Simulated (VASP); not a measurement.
# WS2 in VASP: further runs

The runs below take WS2 through single point, with PBE+D3(BJ).

All numbers are computed with VASP 6.6.1; they aren't measurements. Logs are shortened: lines on timing, memory, paths and dates and some standing lists are left out, and cuts for length are marked.

**1. The cell of the first run**

The typed cell holds 6 atoms: a = 3.186 Å, b = 3.186 Å, c = 12.267 Å, α = 90.00°, β = 90.00°, γ = 120.00°.

**2. Single point, PBE+D3(BJ) (equal strain along all axes, cell held: +1.0 %, then relaxed in part)**

INCAR

```
SYSTEM = WS2
PREC     = Accurate       ! precision mode
ENCUT    = 520            ! plane-wave cutoff, eV
EDIFF    = 1E-7           ! SCF threshold, eV
ISMEAR   = 0              ! smearing method
SIGMA    = 0.02           ! smearing width, eV
LREAL    = .FALSE.        ! projectors in reciprocal space
LASPH    = .TRUE.         ! aspherical terms in the spheres
NELM     = 60             ! most SCF steps
ALGO     = Normal         ! electronic algorithm
ISIF     = 2              ! what is computed and relaxed
LWAVE    = .FALSE.        ! write WAVECAR
LCHARG   = .FALSE.        ! write CHGCAR
GGA      = PE             ! functional
IVDW     = 12             ! dispersion correction
NBANDS   = 35             ! bands
```

KPOINTS

```
regular mesh
0
G
  12 12 4
  0 0 0
```

POSCAR

```
WS2
1.0
    3.1856998817      0.0000000000      0.0000000000
   -1.5928499409      2.7588970264      0.0000000000
    0.0000000000      0.0000000000     12.2669293578
W S
2 4
Direct
    0.3333333333      0.6666666667      0.7500459770
    0.6666666667      0.3333333333      0.2499540230
    0.3333333333      0.6666666667      0.1223502598
    0.6666666667      0.3333333333      0.6224415462
    0.3333333333      0.6666666667      0.3775584538
    0.6666666667      0.3333333333      0.8776497402
```

Potentials or basis: VASP PAW PBE potentials, release 64 (W_sv, S).

Command:

```sh
$ cat potpaw_PBE.64/W_sv/POTCAR potpaw_PBE.64/S/POTCAR > POTCAR
$ mpirun -np 1 vasp_std > vasp.out
```

OUTCAR:

```text
SYSTEM = WS2
   PREC = Accurate
   ENCUT = 520
   EDIFF = 1E-7
   ISMEAR = 0
   LREAL = .FALSE.
   LASPH = .TRUE.
   NELM = 60
   ISIF = 2
   GGA = PE
   IVDW = 12
 IVDW          = 12

 ion  position               nearest neighbor table
   1  0.333  0.667  0.750-   6 2.42   6 2.42   6 2.42   4 2.42   4 2.42   4 2.42
   2  0.667  0.333  0.250-   3 2.42   3 2.42   3 2.42   5 2.42   5 2.42   5 2.42
   3  0.333  0.667  0.122-   2 2.42   2 2.42   2 2.42
   4  0.667  0.333  0.622-   1 2.42   1 2.42   1 2.42
   5  0.333  0.667  0.378-   2 2.42   2 2.42   2 2.42
   6  0.667  0.333  0.878-   1 2.42   1 2.42   1 2.42

  LATTYP: Found a hexagonal cell.
 ALAT       =     3.1856998817
 C/A-ratio  =     3.8506230384

  Lattice vectors:

 A1 = (   3.1856998817,   0.0000000000,   0.0000000000)
 A2 = (  -1.5928499409,   2.7588970264,   0.0000000000)
 A3 = (   0.0000000000,   0.0000000000,  12.2669293578)

Analysis of symmetry for initial positions (statically):
=====================================================================
 Subroutine PRICEL returns:
 Original cell was already a primitive cell.

 Routine SETGRP: Setting up the symmetry group for a
 hexagonal supercell.

 Subroutine GETGRP returns: Found 12 space group operations
 (whereof 12 operations were pure point group operations)
 out of a pool of 24 trial point group operations.

The static configuration has the point symmetry D_3d.

Analysis of symmetry for dynamics (positions and initial velocities):
=====================================================================
 Subroutine PRICEL returns:
 Original cell was already a primitive cell.

 Routine SETGRP: Setting up the symmetry group for a
 hexagonal supercell.

 Subroutine GETGRP returns: Found 12 space group operations
 (whereof 12 operations were pure point group operations)
 out of a pool of 24 trial point group operations.

The dynamic configuration has the point symmetry D_3d.

 Subroutine INISYM returns: Found 12 space group operations
 (whereof 12 operations are pure point group operations),
 and found     1 'primitive' translations

----------------------------------------------------------------------------------------

                                     Primitive cell

  volume of cell :     107.8143

  direct lattice vectors                    reciprocal lattice vectors
     3.185699882  0.000000000  0.000000000     0.313902765  0.181231846  0.000000000
[... 96 lines left out ...]
   EDIFFG = 0.1E-05   stopping-criterion for IOM
   NSW    =      0    number of steps for IOM
   IBRION =     -1    ionic relax: 0-MD 1-quasi-New 2-CG
   NFREE  =      0    steps in history (QN), initial steepest desc. (CG)
   ISIF   =      2    stress and relaxation
   ISYM   =      2    0-nonsym 1-usesym 2-fastsym
   POTIM  = 0.5000    time-step for ionic-motion
   TEBEG  =    0.0;   TEEND  =   0.0 temperature during run
   PSTRESS=    0.0 pullay stress
   NELECT =      52.0000    total number of electrons
   NUPDOWN=      -1.0000    fix difference up-down
   EMIN   =  10.00;   EMAX   =-10.00  energy-range for DOS
   EFERMI =   0.00;   METHOD = LEGACY
   ISMEAR =     0;   SIGMA  =   0.02  broadening in eV -4-tet -1-fermi 0-gaus
   EFERMI_NEDOS =   21; number of points for ismear=-14 and -15
   IALGO  =     38    algorithm
   IMIX   =      4    mixing-type and parameters
     AMIX     =   0.40;   BMIX     =  1.00
     AMIX_MAG =   1.60;   BMIX_MAG =  1.00
  volume/ion in A,a.u.               =      17.97       121.26
  Fermi-wavevector in a.u.,A,eV,Ry     =   1.283859  2.426141 22.426388  1.648293
  Thomas-Fermi vector in A             =   2.416087
   LORBIT       =      0    0 simple, 1 ext, 2 COOP (PROOUT), +10 PAW based schemes
   GGA     = PE    functional components
   LHFCALC =     F    Hartree Fock is set to
   AEXX    =    0.0000 exact exchange contribution
   IVDW    =    12    specifies the selected vdW correction
   LEPSILON=     F    determine dielectric tensor
   LRPA    =     F    only Hartree local field effects (RPA)
 non-spin polarized calculation
 Gauss-broadening in eV      SIGMA  =   0.02
  energy-cutoff  :      520.00
  volume of cell :      107.81
 maximum number of plane-waves:      2928
   NGX = 11   NGY = 11   NGZ = 45

 number of electron      52.0000001 magnetization

 Free energy of the ion-electron system (eV)
  ---------------------------------------------------
  ext. energy  EPLUGINS =         0.00000000
  ---------------------------------------------------
  free energy    TOTEN  =       -47.24913039 eV

  energy without entropy =      -47.24913039  energy(sigma->0) =      -47.24913039

 E-fermi :   7.6460     XC(G=0): -10.8948

 val. band max:        7.3764908810   @ k =   0.0000   0.0000   0.0000
 cond. band min:       8.3385254902   @ k =   0.1667   0.1667   0.0000
 fundamental gap:      0.9620346092
 Fermi energy:         7.6460472907

 k-point     1 :       0.0000    0.0000    0.0000
  band No.  band energies     occupation
      1     -67.3338      2.00000
      2     -67.3338      2.00000
      3     -31.5667      2.00000
      4     -31.5666      2.00000
      5     -31.4230      2.00000
      6     -31.4230      2.00000
[... 901 lines left out ...]
     34      10.3089      0.00000
     35      13.5826      0.00000

 [... further k-points ...]

------------------------ aborting loop because EDIFF is reached ----------------------------------------

 Edisp (eV)   -2.52823

 E8    (eV) :    -1.0621

  FORCE on cell =-STRESS in cart. coord.  units (eV):
  Direction    XX          YY          ZZ          XY          YZ          ZX
  --------------------------------------------------------------------------------------
  -------------------------------------------------------------------------------------
  Total      -2.04307    -2.04307    -0.53853     0.00000     0.00000    -0.00000
  in kB     -30.36116   -30.36116    -8.00280     0.00000     0.00000    -0.00000
  external pressure =      -22.91 kB  Pullay stress =        0.00 kB

 VOLUME and BASIS-vectors are now :
 -----------------------------------------------------------------------------
  energy-cutoff  :      520.00
  volume of cell :      107.81
      direct lattice vectors                 reciprocal lattice vectors
     3.185699882  0.000000000  0.000000000     0.313902765  0.181231846  0.000000000
    -1.592849941  2.758897026  0.000000000     0.000000000  0.362463691  0.000000000
     0.000000000  0.000000000 12.266929358     0.000000000  0.000000000  0.081519993

 POSITION                                       TOTAL-FORCE (eV/Angst)
 -----------------------------------------------------------------------------------
     -0.00000      1.83926      9.20076         0.000000      0.000000     -0.000305
      1.59285      0.91963      3.06617         0.000000     -0.000000      0.000305
     -0.00000      1.83926      1.50086         0.000000      0.000000     -0.002443
      1.59285      0.91963      7.63545        -0.000000     -0.000000     -0.003165
     -0.00000      1.83926      4.63148        -0.000000      0.000000      0.003165
      1.59285      0.91963     10.76607        -0.000000     -0.000000      0.002443
 -----------------------------------------------------------------------------------
    total drift:                               -0.000000     -0.000000      0.000000

  FREE ENERGIE OF THE ION-ELECTRON SYSTEM (eV)
  ---------------------------------------------------
  free  energy   TOTEN  =       -49.7773587125 eV

  energy  without entropy=      -49.7773587125  energy(sigma->0) =      -49.77735871
```

Run time: 2.8 min. Hardware: 1 thread of AMD EPYC 9R45 (Zen 5), shared host; peak memory 0.33 GiB.

Results:

- Free energy: -49.7774 eV
- Pressure: -2.3 GPa
- Largest force: 0.003 eV/Å
- Band gap on the k mesh: 0.96 eV (least direct gap 1.72 eV)
- Dispersion energy per atom: -0.421 eV

Forces in eV/Å, atoms in the order of the input:
```
W    0.000  0.000  0.000
W    0.000  0.000  0.000
S    0.000  0.000 -0.002
S    0.000  0.000 -0.003
S    0.000  0.000  0.003
S    0.000  0.000  0.002
```

Levels at points of the mesh, in eV from the valence-band top:
```
           k point  band 22  band 23  band 24  band 25  band 26  band 27  band 28  band 29  band 30  band 31
(0.00, 0.00, 0.00)    -2.30    -2.30    -1.46    -1.15     0.00     2.17     2.17     2.18     2.18     2.24
(0.50, 0.00, 0.00)    -2.74    -2.10    -1.89    -1.75    -1.54     2.13     2.18     2.47     2.72     3.04
(0.00, 0.00, 0.50)    -2.33    -2.33    -2.33    -0.29    -0.29     2.16     2.16     2.16     2.16     2.35
(0.50, 0.00, 0.50)    -2.88    -2.00    -2.00    -1.63    -1.63     2.15     2.15     2.62     2.62     3.36
```

Caveat: the cell differs from its parent crystal (equal strain along all axes, cell held: +1.0 %, then relaxed in part); spin-orbit coupling is left out, which moves the levels of the heavy elements. A k mesh can miss the band edges.

**3. Single point, PBE+D3(BJ)**

INCAR

```
PREC = Accurate
ENCUT = 520
EDIFF = 1E-7
ISMEAR = 0
SIGMA = 0.02
LREAL = False
LASPH = True
NELM = 100
ALGO = Normal
ISIF = 2
LWAVE = False
LCHARG = False
GGA = PE
IVDW = 12
NBANDS = 35
```

KPOINTS

```
regular mesh
0
Gamma
  12 12 4
```

POSCAR is that of step 2.

Potentials or basis: VASP PAW PBE potentials, release 64 (W_sv, S).

Command:

```sh
$ cat potpaw_PBE.64/W_sv/POTCAR potpaw_PBE.64/S/POTCAR > POTCAR
$ mpirun -np 1 vasp_std > vasp.out
```

Run time: 2.9 min. Hardware: 1 thread of AMD EPYC 9R45 (Zen 5), shared host; peak memory 0.33 GiB.

Results (log left out):

| Item | Value |
| --- | --- |
| Free energy | -49.7774 eV |
| Pressure | -2.3 GPa |
| Largest force | 0.003 eV/Å |
| Band gap on the k mesh | 0.96 eV (least direct gap 1.72 eV) |
| Dispersion energy per atom | -0.421 eV |

Forces on the atoms (eV/Å):
```
W    0.000  0.000  0.000
W    0.000  0.000  0.000
S    0.000  0.000 -0.002
S    0.000  0.000 -0.003
S    0.000  0.000  0.003
S    0.000  0.000  0.002
```

Stress tensor (GPa, compression positive):
```
-3.04  0.00  0.00
 0.00 -3.04  0.00
 0.00  0.00 -0.80
```

Levels at points of the mesh, in eV from the valence-band top:
```
           k point  band 22  band 23  band 24  band 25  band 26  band 27  band 28  band 29  band 30  band 31
(0.00, 0.00, 0.00)    -2.30    -2.30    -1.46    -1.15     0.00     2.17     2.17     2.18     2.18     2.24
(0.50, 0.00, 0.00)    -2.74    -2.10    -1.89    -1.75    -1.54     2.13     2.18     2.47     2.72     3.04
(0.00, 0.00, 0.50)    -2.33    -2.33    -2.33    -0.29    -0.29     2.16     2.16     2.16     2.16     2.35
(0.50, 0.00, 0.50)    -2.88    -2.00    -2.00    -1.63    -1.63     2.15     2.15     2.62     2.62     3.36
```

Caveat: spin-orbit coupling is left out, which moves the levels of the heavy elements.

[end of part 1 of 2]
